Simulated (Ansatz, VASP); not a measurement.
# PbO: VASP beside Ansatz

```xyz
4
Lattice="3.9744 0.0000 0.0000 0.0000 3.9744 0.0000 0.0000 0.0000 4.9467" Properties=species:S:1:pos:R:3 pbc="T T T"
Pb    0.0000    1.9872    1.1630
Pb    1.9872    0.0000    3.7837
O     0.0000    0.0000    0.0000
O     1.9872    1.9872    0.0000
```

Change from the starting cell: strain +0.000 along x and y, -0.015 along z, atoms carried along.

Alike in both runs: task single point; functional PBEsol; k mesh 8 × 8 × 6; occupations gaussian, width 0.05 eV; no spin polarisation.

|  | VASP | Ansatz |
| --- | --- | --- |
| version | VASP 6.6.1 | Ansatz 0.2.0 |
| potentials or method | VASP PAW PBE potentials, release 64 (Pb_d, O), cutoff 520 eV | scalar-relativistic, plane waves, PAW |
| valence electrons in the cell | 40 | 40 |

|  | VASP | Ansatz | Ansatz less VASP |
| --- | --- | --- | --- |
| gap on the k mesh at the Fermi level (eV) | 1.20 | 1.19 | -0.007 |
| least direct gap on the mesh (eV) | 2.23 | 2.25 | +0.017 |
| pressure (GPa) | 2.2 | 2.1 | -0.10 |
| traceless stress, the component that is largest in VASP (GPa) | 0.17 | 0.19 | +0.020 |
| rms of the force components (eV/Å) | 0.174 | 0.156 | -0.0189 |

VASP's potentials were made for PBE, not for PBEsol. Atom by atom the forces differ by 0.019 eV/Å (rms over components).

Spin-orbit coupling is off throughout.
